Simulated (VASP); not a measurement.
# Al4Ru5 in VASP: further runs

Runs on Al4Ru5. Level: PBEsol. Tasks: single point.

All numbers are computed with VASP 6.6.1; they aren't measurements. Logs are shortened: lines on timing, memory, paths and dates and some standing lists are left out, and cuts for length are marked.

## (1) The cell of the first run

The cell holds a slab with vacuum, 9 atoms: a = 2.992 Å, b = 2.992 Å, c = 31.966 Å, α = 90.00°, β = 90.00°, γ = 90.00°.

## (2) Single point, PBEsol

File INCAR:

```
PREC = Accurate ; ENCUT = 520
EDIFF = 1E-7 ; ISMEAR = 0
SIGMA = 0.1 ; LREAL = False
LASPH = True ; NELM = 100
ALGO = Fast ; ISIF = 2
LWAVE = False ; LCHARG = False
LDIPOL = True ; IDIPOL = 3
DIPOL = 0.5 0.5 0.498 ; GGA = PS
NBANDS = 51
```

File KPOINTS:

```
Automatic mesh
0
Gamma
  9 9 1
```

File POSCAR:

```
Al4Ru5
1.0
    2.9916000000      0.0000000000      0.0000000000
    0.0000000000      2.9916000000      0.0000000000
    0.0000000000      0.0000000000     31.9663998047
Ru Al
5 4
Direct
    0.5000000000      0.5000000000      0.3128284718
    0.5000000000      0.5000000000      0.4064142359
    0.5000000000      0.5000000000      0.4986147004
    0.5000000000      0.5000000000      0.5907905664
    0.5000000000      0.5000000000      0.6793567118
    0.0000000000      0.0000000000      0.3596213492
    0.0000000000      0.0000000000      0.4532071133
    0.0000000000      0.0000000000      0.5438590874
    0.0000000000      0.0000000000      0.6361639955
```

Potentials or basis: VASP PAW PBE potentials, release 64 (Ru_pv, Al).

Command:

```
> cat potpaw_PBE.64/Ru_pv/POTCAR potpaw_PBE.64/Al/POTCAR > POTCAR
> mpirun -np 1 vasp_std > vasp.out
```

OUTCAR:

```text
PREC = Accurate
   ENCUT = 520
   EDIFF = 1E-7
   ISMEAR = 0
   LREAL = False
   LASPH = True
   NELM = 100
   ISIF = 2
   GGA = PS

 ion  position               nearest neighbor table
   1  0.500  0.500  0.313-   6 2.59   6 2.59   6 2.59   6 2.59   2 2.99
   2  0.500  0.500  0.406-   7 2.59   7 2.59   7 2.59   7 2.59   6 2.59   6 2.59   6 2.59   6 2.59
                             3 2.95   1 2.99
   3  0.500  0.500  0.499-   8 2.56   8 2.56   8 2.56   8 2.56   7 2.57   7 2.57   7 2.57   7 2.57
                             4 2.95   2 2.95
   4  0.500  0.500  0.591-   9 2.56   9 2.56   9 2.56   9 2.56   8 2.59   8 2.59   8 2.59   8 2.59
                             5 2.83   3 2.95
   5  0.500  0.500  0.679-   9 2.53   9 2.53   9 2.53   9 2.53   4 2.83
   6  0.000  0.000  0.360-   1 2.59   1 2.59   1 2.59   1 2.59   2 2.59   2 2.59   2 2.59   2 2.59
                             7 2.99
   7  0.000  0.000  0.453-   3 2.57   3 2.57   3 2.57   3 2.57   2 2.59   2 2.59   2 2.59   2 2.59
                             8 2.90   6 2.99
   8  0.000  0.000  0.544-   3 2.56   3 2.56   3 2.56   3 2.56   4 2.59   4 2.59   4 2.59   4 2.59
                             7 2.90   9 2.95
   9  0.000  0.000  0.636-   5 2.53   5 2.53   5 2.53   5 2.53   4 2.56   4 2.56   4 2.56   4 2.56
                             8 2.95

  LATTYP: Found a simple tetragonal cell.
 ALAT       =     2.9916000000
 C/A-ratio  =    10.6853856815

  Lattice vectors:

 A1 = (   2.9916000000,   0.0000000000,   0.0000000000)
 A2 = (   0.0000000000,   2.9916000000,   0.0000000000)
 A3 = (   0.0000000000,   0.0000000000,  31.9663998047)

Analysis of symmetry for initial positions (statically):
=====================================================================
 Subroutine PRICEL returns:
 Original cell was already a primitive cell.

 Routine SETGRP: Setting up the symmetry group for a
 simple tetragonal supercell.

 Subroutine GETGRP returns: Found  8 space group operations
 (whereof  8 operations were pure point group operations)
 out of a pool of 16 trial point group operations.

The static configuration has the point symmetry C_4v.

Analysis of symmetry for dynamics (positions and initial velocities):
=====================================================================
 Subroutine PRICEL returns:
 Original cell was already a primitive cell.

 Routine SETGRP: Setting up the symmetry group for a
 simple tetragonal supercell.

 Subroutine GETGRP returns: Found  8 space group operations
 (whereof  8 operations were pure point group operations)
 out of a pool of 16 trial point group operations.

The dynamic configuration has the point symmetry C_4v.

 Subroutine INISYM returns: Found  8 space group operations
 (whereof  8 operations are pure point group operations),
 and found     1 'primitive' translations

----------------------------------------------------------------------------------------

                                     Primitive cell

  volume of cell :     286.0887

  direct lattice vectors                    reciprocal lattice vectors
     2.991600000  0.000000000  0.000000000     0.334269287  0.000000000  0.000000000
     0.000000000  2.991600000  0.000000000     0.000000000  0.334269287  0.000000000
     0.000000000  0.000000000 31.966399805     0.000000000  0.000000000  0.031282847

  length of vectors
     2.991600000  2.991600000 31.966399805     0.334269287  0.334269287  0.031282847

  position of ions in fractional coordinates (direct lattice)
     0.500000000  0.500000000  0.312828472
     0.500000000  0.500000000  0.406414236
     0.500000000  0.500000000  0.498614700
     0.500000000  0.500000000  0.590790566
     0.500000000  0.500000000  0.679356712
     0.000000000  0.000000000  0.359621349
     0.000000000  0.000000000  0.453207113
     0.000000000  0.000000000  0.543859087
     0.000000000  0.000000000  0.636163995

  ion indices of the primitive-cell ions
   primitive index   ion index
                 1           1
                 2           2
                 3           3
                 4           4
                 5           5
                 6           6
                 7           7
                 8           8
                 9           9

----------------------------------------------------------------------------------------

 KPOINTS: Automatic mesh

Automatic generation of k-mesh.
 Grid dimensions read from file:
 generate k-points for:    9    9    1

 Generating k-lattice:

  Cartesian coordinates                     Fractional coordinates (reciprocal lattice)
     0.037141032  0.000000000  0.000000000     0.111111111  0.000000000  0.000000000
     0.000000000  0.037141032  0.000000000     0.000000000  0.111111111  0.000000000
     0.000000000  0.000000000  0.031282847     0.000000000  0.000000000  1.000000000

  Length of vectors
     0.037141032  0.037141032  0.031282847

  Shift w.r.t. Gamma in fractional coordinates (k-lattice)
     0.000000000  0.000000000  0.000000000

 Subroutine IBZKPT returns following result:
 ===========================================

 Found     15 irreducible k-points:

 Following reciprocal coordinates:
            Coordinates               Weight
  0.000000  0.000000  0.000000      1.000000
  0.111111  0.000000  0.000000      4.000000
  0.222222  0.000000  0.000000      4.000000
  0.333333  0.000000  0.000000      4.000000
  0.444444  0.000000  0.000000      4.000000
  0.111111  0.111111  0.000000      4.000000
  0.222222  0.111111  0.000000      8.000000
  0.333333  0.111111  0.000000      8.000000
  0.444444  0.111111  0.000000      8.000000
  0.222222  0.222222  0.000000      4.000000
  0.333333  0.222222  0.000000      8.000000
  0.444444  0.222222  0.000000      8.000000
  0.333333  0.333333  0.000000      4.000000
  0.444444  0.333333  0.000000      8.000000
  0.444444  0.444444  0.000000      4.000000
   k-points           NKPTS =     15   k-points in BZ     NKDIM =     15   number of bands    NBANDS=     51
   number of dos      NEDOS =    301   number of ions     NIONS =      9
   total plane-waves  NPLWV = 138240
   dimension x,y,z NGX =    24 NGY =   24 NGZ =  240
   dimension x,y,z NGXF=    48 NGYF=   48 NGZF=  480
   ions per type =               5   4
   NGX,Y,Z   is equivalent  to a cutoff of  13.34, 13.34, 12.48 a.u.
   NGXF,Y,Z  is equivalent  to a cutoff of  26.67, 26.67, 24.96 a.u.
 SYSTEM =  unknown system
   PREC   = accura    normal or accurate (medium, high low for compatibility)
   ISTART =      0    job   : 0-new  1-cont  2-samecut
   ICHARG =      2    charge: 1-file 2-atom 10-const
   ISPIN  =      1    spin polarized calculation?
   LNONCOLLINEAR =      F non collinear calculations
   LSORBIT =      F    spin-orbit coupling
   LASPH  =      T    aspherical Exc in radial PAW
   ENCUT  =  520.0 eV  38.22 Ry    6.18 a.u.   5.56  5.56 59.44*2*pi/ulx,y,z
   NELM   =    100;   NELMIN=  2; NELMDL= -5     # of ELM steps
   EDIFF  = 0.1E-06   stopping-criterion for ELM
   LREAL  =      F    real-space projection
   EDIFFG = 0.1E-05   stopping-criterion for IOM
   NSW    =      0    number of steps for IOM
   IBRION =     -1    ionic relax: 0-MD 1-quasi-New 2-CG
   NFREE  =      0    steps in history (QN), initial steepest desc. (CG)
   ISIF   =      2    stress and relaxation
   ISYM   =      2    0-nonsym 1-usesym 2-fastsym
   POTIM  = 0.5000    time-step for ionic-motion
   TEBEG  =    0.0;   TEEND  =   0.0 temperature during run
   PSTRESS=    0.0 pullay stress
   NELECT =      82.0000    total number of electrons
   NUPDOWN=      -1.0000    fix difference up-down
   EMIN   =  10.00;   EMAX   =-10.00  energy-range for DOS
   EFERMI =   0.00;   METHOD = LEGACY
   ISMEAR =     0;   SIGMA  =   0.10  broadening in eV -4-tet -1-fermi 0-gaus
   EFERMI_NEDOS =   21; number of points for ismear=-14 and -15
   IALGO  =     68    algorithm
   IMIX   =      4    mixing-type and parameters
     AMIX     =   0.40;   BMIX     =  1.00
     AMIX_MAG =   1.60;   BMIX_MAG =  1.00
  volume/ion in A,a.u.               =      31.79       214.51
  Fermi-wavevector in a.u.,A,eV,Ry     =   1.079392  2.039755 15.851972  1.165087
  Thomas-Fermi vector in A             =   2.215356
   LORBIT       =      0    0 simple, 1 ext, 2 COOP (PROOUT), +10 PAW based schemes
   GGA     = PS    functional components
   LHFCALC =     F    Hartree Fock is set to
   AEXX    =    0.0000 exact exchange contribution
   IVDW    =     0    specifies the selected vdW correction
   LEPSILON=     F    determine dielectric tensor
   LRPA    =     F    only Hartree local field effects (RPA)
 non-spin polarized calculation
 RMM-DIIS sequential band-by-band and
 Gauss-broadening in eV      SIGMA  =   0.10
  energy-cutoff  :      520.00
  volume of cell :      286.09
 maximum number of plane-waves:      7767
 NGX is ok and might be reduce to    24
   NGX = 11   NGY = 11   NGZ =119

 dipolmoment           0.000000      0.000000      0.000216 electrons x Angstroem

 number of electron      81.9999986 magnetization

 dipolmoment           0.000000      0.000000     -0.004402 electrons x Angstroem

 Free energy of the ion-electron system (eV)
  ---------------------------------------------------
  ext. energy  EPLUGINS =         0.00000000
  ---------------------------------------------------
  free energy    TOTEN  =       -67.75184775 eV

  energy without entropy =      -67.69588479  energy(sigma->0) =      -67.72386627

 E-fermi :   1.9955     XC(G=0):  -6.0608

 val. band max:        1.9860239146   @ k =   0.0000   0.0000   0.0000
 cond. band min:       1.9984043332   @ k =   0.4444   0.1111   0.0000
 fundamental gap:      0.0123804186
 Fermi energy:         1.9955375045

 k-point     1 :       0.0000    0.0000    0.0000
  band No.  band energies     occupation
      1     -40.0602      2.00000
      2     -39.9670      2.00000
      3     -39.8273      2.00000
      4     -39.8074      2.00000
      5     -39.8074      2.00000
      6     -39.8036      2.00000
[... 43 lines left out ...]
     50       6.4908      0.00000
     51       8.4150      0.00000
[... 754 lines left out ...]
     50       6.4843      0.00000
     51       6.6283      0.00000

------------------------ aborting loop because EDIFF is reached ----------------------------------------

 vacuum level on the upper side and lower side of the slab       (xc-potential included)        -0.128        -0.042

  FORCE on cell =-STRESS in cart. coord.  units (eV):
  Direction    XX          YY          ZZ          XY          YZ          ZX
  --------------------------------------------------------------------------------------
  -------------------------------------------------------------------------------------
  Total       -5.9151033     -5.9151033     -2.0532816      0.0000000      0.0000000      0.0000000
  in kB      -33.1262397    -33.1262397    -11.4989535      0.0000000      0.0000000      0.0000000
  external PRESSURE =     -25.9171443 kB  Pullay stress =       0.0000000 kB

 VOLUME and BASIS-vectors are now :
 -----------------------------------------------------------------------------
  energy-cutoff  :      520.00
  volume of cell :      286.09
      direct lattice vectors                 reciprocal lattice vectors
     2.991600000  0.000000000  0.000000000     0.334269287  0.000000000  0.000000000
     0.000000000  2.991600000  0.000000000     0.000000000  0.334269287  0.000000000
     0.000000000  0.000000000 31.966399805     0.000000000  0.000000000  0.031282847

 POSITION                                       TOTAL-FORCE (eV/Angst)
 -----------------------------------------------------------------------------------
      1.49580      1.49580     10.00000         0.000000     -0.000000      0.840942
      1.49580      1.49580     12.99160         0.000000      0.000000     -0.507574
      1.49580      1.49580     15.93892         0.000000     -0.000000     -0.012411
      1.49580      1.49580     18.88545        -0.000000     -0.000000      0.020456
      1.49580      1.49580     21.71659         0.000000      0.000000      0.008977
      0.00000      0.00000     11.49580         0.000000     -0.000000     -0.266882
      0.00000      0.00000     14.48740         0.000000     -0.000000     -0.099417
      0.00000      0.00000     17.38522         0.000000     -0.000000      0.000210
      0.00000      0.00000     20.33587         0.000000     -0.000000      0.015698
 -----------------------------------------------------------------------------------
    total drift:                                0.000000     -0.000000     -0.000538

  FREE ENERGIE OF THE ION-ELECTRON SYSTEM (eV)
  ---------------------------------------------------
  free  energy   TOTEN  =       -67.7518477507 eV

  energy  without entropy=      -67.6958847887  energy(sigma->0) =      -67.72386627

 vacuum level on the upper side and lower side of the slab         6.331         6.417
```

It took 17 min on 1 thread of Oxide Virtual Turin-like, shared host; peak memory 0.43 GiB.

What came out:

```
Free energy            : -67.7518 eV
Largest force          : 0.841 eV/Å
Band gap on the k mesh : zero (bands 41 and 42 overlap by 1.90 eV)
```

Forces in eV/Å, atoms in the order of the input:
```
Ru   0.000  0.000  0.841
Ru   0.000  0.000 -0.508
Ru   0.000  0.000 -0.012
Ru   0.000  0.000  0.020
Ru   0.000  0.000  0.009
Al   0.000  0.000 -0.267
Al   0.000  0.000 -0.099
Al   0.000  0.000  0.000
Al   0.000  0.000  0.016
```

Levels at points of the mesh, in eV from the Fermi level:
```
           k point  band 39  band 40  band 41  band 42  band 43  band 44
(0.00, 0.00, 0.00)     0.01     0.13     0.23     0.24     0.24     0.36
```

Caveat: the PAW data sets were made with another functional, which shifts forces and pressure a little.

(Part 1 of 2 ends here.)
